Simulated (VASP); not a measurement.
Write the native input for VASP 6.6.1 that does the following.

* Task: single point
* Functional: r2SCAN
* Potentials or basis: VASP PAW PBE potentials, release 64 (Ba_sv, Ti_sv, O)
* Cutoff: 520 eV
* k mesh: 6 × 6 × 6
* Occupations: gaussian, width 0.01 eV
* Spin: no spin polarisation
* Dipole correction: no
* Further INCAR settings: ALGO = Normal; EDIFF = 1e-07; NBANDS = 28

BaTiO3:

```
CELL_PARAMETERS angstrom
2.82767 1.63255 2.31773
-2.82767 1.63255 2.31773
0.00000 -3.26511 2.31773
ATOMIC_POSITIONS crystal
Ba 0.00000 0.00000 0.00000
Ti 0.51400 0.51400 0.51400
O 0.49160 0.49160 0.98150
O 0.49160 0.98150 0.49160
O 0.98150 0.49160 0.49160
```

One way to write it, as run:

POSCAR

```
BaTiO3
1.0
    2.8276681575      1.6325549719      2.3177316080
   -2.8276681575      1.6325549719      2.3177316080
    0.0000000000     -3.2651099438      2.3177316080
Ba Ti O
1 1 3
Direct
    0.0000000000      0.0000000000      0.0000000000
    0.5140000000      0.5140000000      0.5140000000
    0.4916000000      0.4916000000      0.9815000000
    0.4916000000      0.9815000000      0.4916000000
    0.9815000000      0.4916000000      0.4916000000
```

INCAR.step1

```
SYSTEM = BaTiO3
  ALGO = Normal
  EDIFF = 1E-4
  ENCUT = 520
  GGA = PE
  ISMEAR = 0
  LASPH = .True.
  LCHARG = .False.
  LREAL = .False.
  LWAVE = .True.
  NBANDS = 28
  NELM = 100
  PREC = Accurate
  SIGMA = 0.01
```

INCAR.step2

```
SYSTEM = BaTiO3
  ALGO = Normal
  EDIFF = 1E-7
  ENCUT = 520
  ISIF = 2
  ISMEAR = 0
  ISTART = 1
  LASPH = .True.
  LCHARG = .False.
  LMIXTAU = .True.
  LREAL = .False.
  LWAVE = .False.
  METAGGA = R2SCAN
  NBANDS = 28
  NELM = 100
  PREC = Accurate
  SIGMA = 0.01
```

KPOINTS

```
k-points
0
Gamma
  6 6 6
  0 0 0
```

Potentials or basis: VASP PAW PBE potentials, release 64 (Ba_sv, Ti_sv, O).

Command:

```console
$ cat potpaw_PBE.64/Ba_sv/POTCAR potpaw_PBE.64/Ti_sv/POTCAR potpaw_PBE.64/O/POTCAR > POTCAR
$ cp INCAR.step1 INCAR
$ mpirun -np 1 vasp_std > vasp.out
$ cp INCAR.step2 INCAR
$ mpirun -np 1 vasp_std > vasp.out
```

It gave:

```yaml
Pressure: 3.9 GPa
Largest_force: 0.181 eV/Å
Band_gap_on_the_k_mesh: 2.75 eV (least direct gap 3.14 eV)
```

Caveat: the cell stands under pressure; the PAW data sets were made with another functional, which shifts forces and pressure a little; spin-orbit coupling is left out, which moves the levels of the heavy elements.

Wall time 2.9 min on 1 thread of Intel(R) Xeon(R) Platinum 8259CL CPU @ 2.50GHz (Skylake/Cascade Lake), on a shared host, peak memory 0.21 GiB.
